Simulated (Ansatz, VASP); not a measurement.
Ta in VASP and in Ansatz

```
CELL_PARAMETERS angstrom
2.88091 0.00000 0.00000
-1.44045 2.49494 0.00000
0.00000 0.00000 5.13160
ATOMIC_POSITIONS crystal
Ta 0.33333 0.66667 0.25000
Ta 0.66667 0.33333 0.75000
```

Change from the starting cell: volume scaled by 0.98.

Alike in both runs: task single point; functional RPBE; dispersion D3(BJ); k mesh 11 × 11 × 5; occupations methfessel-paxton of order 1, width 0.2 eV; no spin polarisation.

```csv
,VASP,Ansatz
version,VASP 6.6.1,Ansatz 0.2.0
potentials or method,"VASP PAW PBE potentials, release 64 (Ta_pv), cutoff 520 eV","all-electron LAPW, scalar-relativistic"
```

```tsv
	VASP	Ansatz	Ansatz less VASP
gap on the k mesh at the Fermi level (eV)	none	none	-
pressure (GPa)	-35.6	-35.7	-0.07
traceless stress, the component that is largest in VASP (GPa)	-2.62	-2.59	+0.026
```

VASP's potentials were made for PBE, not for RPBE. A gap of «none» marks a metal or a gap that the smearing closes. Both programs put the cell under strong tension, so it lies far from rest at this level. Ansatz ran all-electron here, and VASP with PAW potentials.

Neither program's run includes spin-orbit coupling. Noted on VASP's run: the cell as given lies far from equilibrium.
